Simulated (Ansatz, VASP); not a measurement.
## One calculation of Lu2PN, two programs

```
CELL_PARAMETERS angstrom
3.64312 0.00000 0.00000
0.00000 3.64312 0.00000
0.00000 0.00000 5.19576
ATOMIC_POSITIONS crystal
N 0.00000 0.00000 0.00000
Lu 0.00000 0.00000 0.50000
Lu 0.50000 0.50000 0.00000
P 0.50000 0.50000 0.50000
```

Alike in both runs: task single point; functional PBE; k mesh 6 × 6 × 4; occupations methfessel-paxton of order 1, width 0.05 eV; no spin polarisation.

|  | VASP | Ansatz |
| --- | --- | --- |
| version | VASP 6.6.1 | Ansatz 0.2.0 |
| potentials or method | VASP PAW PBE potentials, release 64 (N, Lu, P) | plane waves |
| plane-wave cutoff (eV) | 520 | 420 |
| valence electrons in the cell | 60 | 60 |

VASP gave:

- pressure (GPa): 1.7

What did Ansatz give for the same quantities?

Pressure (GPa): 1.2.

With one functional, cell and mesh, what is left measures potentials, basis and numerics.

Neither program's run includes spin-orbit coupling.
